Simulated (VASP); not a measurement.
# HfMg3 (I4/mmm) in VASP: settings compared

Aim: see how the results for HfMg3 move with the level of theory and the settings. Levels: PBE, PBEsol. Tasks: single point.

Program: VASP 6.6.1. These are calculated values, not measurements. Logs are shortened: lines on timing, memory, paths and dates and some standing lists are left out, and cuts for length are marked.

**1. The cell of the first run**

The structure is tetragonal, space group I4/mmm (No. 139). Conventional cell: a = 4.453 Å, b = 4.453 Å, c = 8.969 Å, α = 90.00°, β = 90.00°, γ = 90.00°. Within 4.1 Å of Mg (site symmetry 4/mmm) lie 4 Hf at 3.15 Å and 8 Mg at 3.16 Å. Within 4.1 Å of Mg (site symmetry -4m2) lie 8 Mg at 3.15 to 3.16 Å and 4 Hf at 3.16 Å. Within 4.1 Å of Hf (site symmetry 4/mmm) lie 12 Mg at 3.15 to 3.16 Å.

**2. Single point, PBE**

File INCAR:

```
PREC = Accurate
ENCUT = 520
EDIFF = 1E-6
ISMEAR = 1
SIGMA = 0.1
LREAL = False
LASPH = True
NELM = 80
ALGO = Fast
ISIF = 2
LWAVE = False
LCHARG = True
GGA = PE
LELF = True
LVHAR = True
NBANDS = 16
```

File KPOINTS:

```
regular mesh
0
Gamma
  4 4 4
```

File POSCAR:

```
HfMg3
1.0
   -2.2263530000      2.2263530000      4.4846200000
    2.2263530000     -2.2263530000      4.4846200000
    2.2263530000      2.2263530000     -4.4846200000
Mg Hf
3 1
Direct
    0.5000000000      0.5000000000      0.0000000000
    0.2500000000      0.7500000000      0.5000000000
    0.7500000000      0.2500000000      0.5000000000
    0.0000000000      0.0000000000      0.0000000000
```

Potentials or basis: VASP PAW PBE potentials, release 64 (Mg, Hf_pv).

On the command line:

```console
$ cat potpaw_PBE.64/Mg/POTCAR potpaw_PBE.64/Hf_pv/POTCAR > POTCAR
$ mpirun -np 1 vasp_std > vasp.out
```

OUTCAR:

```text
PREC = Accurate
   ENCUT = 520
   EDIFF = 1E-6
   ISMEAR = 1
   LREAL = False
   LASPH = True
   NELM = 80
   ISIF = 2
   GGA = PE

 ion  position               nearest neighbor table
   1  0.500  0.500  0.000-   4 3.15   4 3.15   4 3.15   4 3.15   3 3.16   2 3.16   3 3.16   2 3.16
                             2 3.16   2 3.16   3 3.16   3 3.16
   2  0.250  0.750  0.500-   3 3.15   3 3.15   3 3.15   3 3.15   4 3.16   1 3.16   4 3.16   1 3.16
                             4 3.16   4 3.16   1 3.16   1 3.16
   3  0.750  0.250  0.500-   2 3.15   2 3.15   2 3.15   2 3.15   4 3.16   1 3.16   4 3.16   1 3.16
                             1 3.16   1 3.16   4 3.16   4 3.16
   4  0.000  0.000  0.000-   1 3.15   1 3.15   1 3.15   1 3.15   3 3.16   2 3.16   3 3.16   2 3.16
                             3 3.16   3 3.16   2 3.16   2 3.16

  LATTYP: Found a body centered tetragonal cell.
 ALAT       =     4.4527060000
 C/A-ratio  =     2.0143346540

  Lattice vectors:

 A1 = (  -2.2263530000,   2.2263530000,   4.4846200000)
 A2 = (   2.2263530000,  -2.2263530000,   4.4846200000)
 A3 = (   2.2263530000,   2.2263530000,  -4.4846200000)

Analysis of symmetry for initial positions (statically):
=====================================================================
 Subroutine PRICEL returns:
 Original cell was already a primitive cell.

 Routine SETGRP: Setting up the symmetry group for a
 body centered tetragonal supercell.

 Subroutine GETGRP returns: Found 16 space group operations
 (whereof 16 operations were pure point group operations)
 out of a pool of 16 trial point group operations.

The static configuration has the point symmetry D_4h.

Analysis of symmetry for dynamics (positions and initial velocities):
=====================================================================
 Subroutine PRICEL returns:
 Original cell was already a primitive cell.

 Routine SETGRP: Setting up the symmetry group for a
 body centered tetragonal supercell.

 Subroutine GETGRP returns: Found 16 space group operations
 (whereof 16 operations were pure point group operations)
 out of a pool of 16 trial point group operations.

The dynamic configuration has the point symmetry D_4h.

 Subroutine INISYM returns: Found 16 space group operations
 (whereof 16 operations are pure point group operations),
 and found     1 'primitive' translations

----------------------------------------------------------------------------------------

                                     Primitive cell

  volume of cell :      88.9147

  direct lattice vectors                    reciprocal lattice vectors
    -2.226353000  2.226353000  4.484620000     0.000000000  0.224582535  0.111492167
     2.226353000 -2.226353000  4.484620000     0.224582535  0.000000000  0.111492167
     2.226353000  2.226353000 -4.484620000     0.224582535  0.224582535  0.000000000

  length of vectors
     5.479517488  5.479517488  5.479517488     0.250734557  0.250734557  0.317607667

  position of ions in fractional coordinates (direct lattice)
     0.500000000  0.500000000  0.000000000
     0.250000000  0.750000000  0.500000000
     0.750000000  0.250000000  0.500000000
     0.000000000  0.000000000  0.000000000

  ion indices of the primitive-cell ions
   primitive index   ion index
                 1           1
                 2           2
                 3           3
                 4           4

----------------------------------------------------------------------------------------

 KPOINTS: regular mesh

Automatic generation of k-mesh.
 Grid dimensions read from file:
 generate k-points for:    4    4    4

 Generating k-lattice:

  Cartesian coordinates                     Fractional coordinates (reciprocal lattice)
     0.000000000  0.056145634  0.027873042     0.250000000  0.000000000  0.000000000
     0.056145634  0.000000000  0.027873042     0.000000000  0.250000000  0.000000000
     0.056145634  0.056145634  0.000000000     0.000000000  0.000000000  0.250000000

  Length of vectors
     0.062683639  0.062683639  0.079401917

  Shift w.r.t. Gamma in fractional coordinates (k-lattice)
     0.000000000  0.000000000  0.000000000

 Subroutine IBZKPT returns following result:
 ===========================================

 Found     13 irreducible k-points:

 Following reciprocal coordinates:
            Coordinates               Weight
  0.000000  0.000000  0.000000      1.000000
  0.250000  0.000000  0.000000      8.000000
  0.500000  0.000000  0.000000      4.000000
  0.250000  0.250000  0.000000      8.000000
  0.500000  0.250000 -0.000000     16.000000
 -0.250000  0.250000  0.000000      4.000000
  0.500000  0.500000  0.000000      2.000000
  0.250000  0.250000  0.250000      2.000000
 -0.250000  0.250000  0.250000      4.000000
  0.500000  0.500000  0.250000      4.000000
 -0.250000  0.500000  0.250000      8.000000
 -0.250000 -0.250000  0.250000      2.000000
  0.500000  0.500000  0.500000      1.000000
   k-points           NKPTS =     13   k-points in BZ     NKDIM =     13   number of bands    NBANDS=     16
   number of dos      NEDOS =    301   number of ions     NIONS =      4
   total plane-waves  NPLWV =  74088
   dimension x,y,z NGX =    42 NGY =   42 NGZ =   42
   dimension x,y,z NGXF=    84 NGYF=   84 NGZF=   84
   ions per type =               3   1
   NGX,Y,Z   is equivalent  to a cutoff of  12.74, 12.74, 12.74 a.u.
   NGXF,Y,Z  is equivalent  to a cutoff of  25.49, 25.49, 25.49 a.u.
 SYSTEM =  unknown system
   PREC   = accura    normal or accurate (medium, high low for compatibility)
   ISTART =      0    job   : 0-new  1-cont  2-samecut
   ICHARG =      2    charge: 1-file 2-atom 10-const
   ISPIN  =      1    spin polarized calculation?
   LNONCOLLINEAR =      F non collinear calculations
   LSORBIT =      F    spin-orbit coupling
   LASPH  =      T    aspherical Exc in radial PAW
   ENCUT  =  520.0 eV  38.22 Ry    6.18 a.u.  10.19 10.19 10.19*2*pi/ulx,y,z
   NELM   =     80;   NELMIN=  2; NELMDL= -5     # of ELM steps
   EDIFF  = 0.1E-05   stopping-criterion for ELM
   LREAL  =      F    real-space projection
   EDIFFG = 0.1E-04   stopping-criterion for IOM
   NSW    =      0    number of steps for IOM
   IBRION =     -1    ionic relax: 0-MD 1-quasi-New 2-CG
   NFREE  =      0    steps in history (QN), initial steepest desc. (CG)
   ISIF   =      2    stress and relaxation
   ISYM   =      2    0-nonsym 1-usesym 2-fastsym
   POTIM  = 0.5000    time-step for ionic-motion
   TEBEG  =    0.0;   TEEND  =   0.0 temperature during run
   PSTRESS=    0.0 pullay stress
   NELECT =      16.0000    total number of electrons
   NUPDOWN=      -1.0000    fix difference up-down
   EMIN   =  10.00;   EMAX   =-10.00  energy-range for DOS
   EFERMI =   0.00;   METHOD = LEGACY
   ISMEAR =     1;   SIGMA  =   0.10  broadening in eV -4-tet -1-fermi 0-gaus
   EFERMI_NEDOS =   21; number of points for ismear=-14 and -15
   IALGO  =     68    algorithm
   IMIX   =      4    mixing-type and parameters
     AMIX     =   0.40;   BMIX     =  1.00
     AMIX_MAG =   1.60;   BMIX_MAG =  1.00
  volume/ion in A,a.u.               =      22.23       150.01
  Fermi-wavevector in a.u.,A,eV,Ry     =   0.924252  1.746582 11.622657  0.854241
  Thomas-Fermi vector in A             =   2.049977
   LORBIT       =      0    0 simple, 1 ext, 2 COOP (PROOUT), +10 PAW based schemes
   GGA     = PE    functional components
   LHFCALC =     F    Hartree Fock is set to
   AEXX    =    0.0000 exact exchange contribution
   IVDW    =     0    specifies the selected vdW correction
   LEPSILON=     F    determine dielectric tensor
   LRPA    =     F    only Hartree local field effects (RPA)
 non-spin polarized calculation
 RMM-DIIS sequential band-by-band and
 Methfessel and Paxton  Order N= 1 SIGMA  =   0.10
  energy-cutoff  :      520.00
  volume of cell :       88.91
 maximum number of plane-waves:      2437
 NGX is ok and might be reduce to    42
   NGX = 21   NGY = 21   NGZ = 21

 number of electron      15.9999999 magnetization

 Free energy of the ion-electron system (eV)
  ---------------------------------------------------
  ext. energy  EPLUGINS =         0.00000000
  ---------------------------------------------------
  free energy    TOTEN  =       -13.45179819 eV

  energy without entropy =      -13.45291454  energy(sigma->0) =      -13.45217031

 E-fermi :   3.0822     XC(G=0):  -9.3127

 val. band max:        3.0674719590   @ k =  -0.2500   0.5000   0.2500
 cond. band min:       3.1273646852   @ k =   0.5000   0.5000   0.0000
 fundamental gap:      0.0598927262
 Fermi energy:         3.0821533452

 k-point     1 :       0.0000    0.0000    0.0000
  band No.  band energies     occupation
      1     -28.1096      2.00000
      2     -28.0490      2.00000
      3     -28.0490      2.00000
      4      -3.8313      2.00000
      5       2.1648      2.00000
      6       2.2994      2.00000
[... 8 lines left out ...]
     15       7.6092      0.00000
     16       8.6976      0.00000

 k-point     2 :       0.2500    0.0000    0.0000
  band No.  band energies     occupation
      1     -28.1096      2.00000
      2     -28.0541      2.00000
      3     -28.0488      2.00000
      4      -3.1796      2.00000
      5       1.0643      2.00000
      6       1.7135      2.00000
[... 8 lines left out ...]
     15       8.6481      0.00000
     16       8.9395      0.00000

 k-point     3 :       0.5000    0.0000    0.0000
  band No.  band energies     occupation
      1     -28.1096      2.00000
      2     -28.0591      2.00000
      3     -28.0485      2.00000
      4      -1.5700      2.00000
      5      -1.1011      2.00000
      6       1.1863      2.00000
[... 8 lines left out ...]
     15       9.4401      0.00000
     16       9.4898      0.00000
[... 153 lines left out ...]
 k-point    12 :      -0.2500   -0.2500    0.2500
  band No.  band energies     occupation
      1     -28.1105      2.00000
      2     -28.0491      2.00000
      3     -28.0491      2.00000
      4      -3.3131      2.00000
      5       0.3339      2.00000
      6       2.0423      2.00000
[... 8 lines left out ...]
     15       9.1207      0.00000
     16       9.1207      0.00000

 k-point    13 :       0.5000    0.5000    0.5000
  band No.  band energies     occupation
      1     -28.1113      2.00000
      2     -28.0492      2.00000
      3     -28.0492      2.00000
      4      -1.9961      2.00000
      5      -1.6480      2.00000
      6       1.8286      2.00000
[... 8 lines left out ...]
     15      10.0053      0.00000
     16      10.4595      0.00000

------------------------ aborting loop because EDIFF is reached ----------------------------------------

  FORCE on cell =-STRESS in cart. coord.  units (eV):
  Direction    XX          YY          ZZ          XY          YZ          ZX
  --------------------------------------------------------------------------------------
  -------------------------------------------------------------------------------------
  Total        0.4673242      0.4673242     -1.5328569      0.0000000      0.0000000      0.0000000
  in kB        8.4208355      8.4208355    -27.6209428      0.0000000      0.0000000      0.0000000
  external PRESSURE =      -3.5930906 kB  Pullay stress =       0.0000000 kB

 VOLUME and BASIS-vectors are now :
 -----------------------------------------------------------------------------
  energy-cutoff  :      520.00
  volume of cell :       88.91
      direct lattice vectors                 reciprocal lattice vectors
    -2.226353000  2.226353000  4.484620000     0.000000000  0.224582535  0.111492167
     2.226353000 -2.226353000  4.484620000     0.224582535  0.000000000  0.111492167
     2.226353000  2.226353000 -4.484620000     0.224582535  0.224582535  0.000000000

 POSITION                                       TOTAL-FORCE (eV/Angst)
 -----------------------------------------------------------------------------------
      0.00000      0.00000      4.48462        -0.000000      0.000000      0.000000
      2.22635     -0.00000      2.24231         0.000000     -0.000000     -0.000000
     -0.00000      2.22635      2.24231        -0.000000      0.000000     -0.000000
      0.00000      0.00000      0.00000        -0.000000      0.000000      0.000000
 -----------------------------------------------------------------------------------
    total drift:                               -0.000000     -0.000000     -0.000000

  FREE ENERGIE OF THE ION-ELECTRON SYSTEM (eV)
  ---------------------------------------------------
  free  energy   TOTEN  =       -13.4517981889 eV

  energy  without entropy=      -13.4529145420  energy(sigma->0) =      -13.45217031
```

Wall time 33 s (1 thread of Intel Xeon Platinum 8488C (Sapphire Rapids), shared host); peak memory 0.25 GiB.

What came out:

```
Free energy            : -13.4518 eV
Pressure               : -0.4 GPa
Band gap on the k mesh : zero (band 8 reaches 3.59 eV, above the bottom of band 9 at 2.17 eV)
```

Levels at points of the mesh, in eV from the Fermi level:
```tsv
k point	band 5	band 6	band 7	band 8	band 9	band 10	band 11	band 12
(0.00, 0.00, 0.00)	-0.92	-0.78	-0.37	-0.37	0.38	1.17	2.56	2.56
(0.50, 0.00, 0.00)	-4.18	-1.90	-0.38	-0.25	0.28	0.82	1.90	2.87
(0.50, 0.50, 0.00)	-2.70	-2.29	-1.45	-1.25	-0.91	0.05	1.48	2.28
(0.50, 0.50, 0.50)	-4.73	-1.25	-0.10	0.51	0.51	1.01	1.01	1.38
```

Caveat: the k points lie up to 0.50 Å⁻¹ apart; spin-orbit coupling is left out, which moves the levels of the heavy elements.

**3. Single point, PBEsol**

File INCAR:

```
PREC = Accurate ; ENCUT = 520
EDIFF = 1E-6 ; ISMEAR = 1
SIGMA = 0.27211386245988 ; LREAL = F
LASPH = T ; NELM = 80
ALGO = Normal ; ISIF = 2
LWAVE = F ; LCHARG = F
GGA = PS ; NBANDS = 16
```

File KPOINTS:

```
regular mesh
0
Gamma
  3 3 4
```

POSCAR is that of step 2.

Potentials or basis: VASP PAW PBE potentials, release 64 (Mg, Hf_pv).

On the command line:

```console
$ cat potpaw_PBE.64/Mg/POTCAR potpaw_PBE.64/Hf_pv/POTCAR > POTCAR
$ mpirun -np 1 vasp_std > vasp.out
```

It took 27 s on 1 thread of Intel Xeon Platinum 8488C (Sapphire Rapids), shared host; peak memory 0.25 GiB.

The run converged. Its results:

```
Free energy            : -14.6872 eV
Pressure               : -1.6 GPa
Band gap on the k mesh : zero (band 8 reaches 3.60 eV, above the bottom of band 9 at 2.10 eV)
```

Stress tensor (GPa, compression positive):
```
-0.94  0.00  0.00
 0.00 -0.94  0.00
 0.00  0.00 -2.85
```

Levels at points of the mesh, in eV from the Fermi level:
```csv
k point,band 6,band 7,band 8,band 9,band 10,band 11
"(0.00, 0.00, 0.00)",-0.75,-0.33,-0.33,0.47,1.18,2.65
"(0.00, 0.00, 0.50)",-2.23,-1.41,-1.16,-0.83,0.07,1.48
```

Caveat: the k points lie up to 0.53 Å⁻¹ apart; the PAW data sets were made with another functional, which shifts forces and pressure a little; spin-orbit coupling is left out, which moves the levels of the heavy elements.
